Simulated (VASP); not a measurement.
# SiNi: single point with PBE

Crystal: SiNi.

```
Si Ni
1.0
     3.02662    0.00000    0.00000
     0.00000    3.27350    0.00000
     0.00000    0.00000    4.69776
Si Ni
2 2
Direct
  0.50000 0.50000 0.84230
  0.00000 0.00000 0.15770
  0.50000 0.50000 0.34422
  0.00000 0.00000 0.65578
```

```
Program             : VASP 6.6.1
Task                : single point
Functional          : PBE
Potentials or basis : VASP PAW PBE potentials, release 64 (Si, Ni)
Cutoff              : 520 eV
k mesh              : 12 × 10 × 8
Occupations         : gaussian, width 0.1 eV
Spin                : no spin polarisation
```

The pressure is 1.1 GPa and the largest force is 0.121 eV/Å. The band gap on the k mesh is zero (bands 14 and 15 overlap by 2.39 eV).

Forces in eV/Å, atoms in the order of the input:
```
Si   0.000  0.000  0.101
Si   0.000  0.000 -0.101
Ni   0.000  0.000 -0.121
Ni   0.000  0.000  0.121
```

Stress tensor (GPa, compression positive):
```
0.24 0.00 0.00
0.00 1.25 0.00
0.00 0.00 1.85
```

Levels at points of the mesh, in eV from the Fermi level:
| k point | band 12 | band 13 | band 14 | band 15 | band 16 | band 17 |
| --- | --- | --- | --- | --- | --- | --- |
| (0.00, 0.00, 0.00) | -1.94 | -1.92 | -1.05 | 0.78 | 2.96 | 5.10 |
| (0.50, 0.00, 0.00) | -2.45 | -1.63 | -1.63 | 1.67 | 1.67 | 3.52 |
| (0.00, 0.50, 0.00) | -2.20 | -2.04 | -2.04 | 1.25 | 1.25 | 4.59 |
| (0.50, 0.50, 0.00) | -1.96 | -1.62 | -1.62 | 1.50 | 1.50 | 2.02 |
| (0.00, 0.00, 0.50) | -1.98 | 1.28 | 1.94 | 2.23 | 2.54 | 2.59 |
| (0.50, 0.00, 0.50) | -2.11 | -1.45 | -1.45 | 3.78 | 3.78 | 5.32 |
| (0.00, 0.50, 0.50) | -1.97 | -1.90 | -1.90 | 5.00 | 5.00 | 5.29 |
| (0.50, 0.50, 0.50) | -1.98 | -1.56 | -1.56 | -0.36 | -0.36 | 0.96 |

Wall time 5.3 min on 1 thread of Intel Xeon 8259CL, with other jobs on the host, peak memory 0.27 GiB.

Spin polarisation is off, so any magnetic state and its effect on volume and gap are missing.
